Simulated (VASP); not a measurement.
Runs of VASP 6.6.1 on BN. The structure is that of space group Fmm2 (No. 42), or close to it. The cells are those of the table. 

```csv
cell,gap on the mesh (eV),pressure (GPa),largest force (eV/Å)
"a = 4.140, b = 2.518, c = 3.731 Å, angles 79.0, 36.3, 61.9°, 2 atoms",4.38,-0.1,0.18
"a = 4.058, b = 2.470, c = 3.678 Å, angles 82.8, 37.8, 64.9°, 2 atoms",4.34,0.1,(a)
"a = 4.168, b = 2.535, c = 3.749 Å, angles 77.8, 35.9, 60.9°, 2 atoms",4.35,0.1,0.36
"a = 4.085, b = 2.486, c = 3.695 Å, angles 81.6, 37.3, 63.9°, 2 atoms",4.37,-0.1,0.18
"a = 4.112, b = 2.502, c = 3.713 Å, angles 80.3, 36.8, 62.9°, 2 atoms",4.41,-0.1,(b)
```

Alike in all rows: task single point; level r2SCAN; potentials or basis VASP PAW PBE potentials, release 64 (B, N); no spin polarisation; k mesh 10 × 10 × 10; cutoff (eV) 520; smearing fermi-dirac 0.05 eV.

Task: Estimate the missing entries.

Result: (a) 0.35; (b) 0.01.

Caveats: the PAW data sets were made with another functional, which shifts forces and pressure a little.

A k mesh can miss the band edges.
